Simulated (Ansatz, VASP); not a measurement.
# One calculation of Sn, two programs

```
Sn
1.0
     3.31788    0.00000    0.00000
    -1.65894    2.87337    0.00000
     0.00000    0.00000    5.51292
Sn
2
Direct
  0.33333 0.66667 0.25000
  0.66667 0.33333 0.75000
```

Alike in both runs: task single point; functional RPBE; k mesh 12 × 12 × 6; occupations fermi-dirac, width 0.1 eV; no spin polarisation.

|  | VASP | Ansatz |
| --- | --- | --- |
| version | VASP 6.6.1 | Ansatz 0.2.0 |
| potentials or method | VASP PAW PBE potentials, release 64 (Sn_d), cutoff 520 eV | plane waves (420 eV) with PAW, scalar-relativistic |
| valence electrons in the cell | 28 | 28 |

VASP gave:

| Quantity | Value |
| --- | --- |
| pressure (GPa) | 4.5 |
| traceless stress, the component that is largest in VASP (GPa) | -0.95 |

Question: Which values does Ansatz return?

Answer: Pressure (GPa): 4.5; traceless stress, the component that is largest in VASP (GPa): -0.94.

VASP's potentials were made for PBE, not for RPBE.
